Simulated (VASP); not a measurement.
A run of VASP 6.6.1 is set up as follows.

The input INCAR:

```
SYSTEM = Nb
  PREC = Accurate
  ENCUT = 520
  EDIFF = 1E-6
  ISMEAR = 0
  SIGMA = 0.013000000000000001
  LREAL = .FALSE.
  LASPH = .TRUE.
  NELM = 100
  ALGO = Fast
  ISIF = 2
  LWAVE = .FALSE.
  LCHARG = .FALSE.
  GGA = PE
  NBANDS = 12
```

KPOINTS

```
regular mesh
0
G
  11 11 11
  0 0 0
```

POSCAR

```
Nb
1.0
    0.0000000000      2.1150000000      2.1150000000
    2.1150000000      0.0000000000      2.1150000000
    2.1150000000      2.1150000000      0.0000000000
Nb
1
Direct
    0.0000000000      0.0000000000      0.0000000000
```

Potentials or basis: VASP PAW PBE potentials, release 64 (Nb_sv).

Command:

```sh
$ cat potpaw_PBE.64/Nb_sv/POTCAR > POTCAR
$ mpirun -np 1 vasp_std > vasp.out
```

Question: What does it give for the pressure?

Answer: -2.3 GPa.
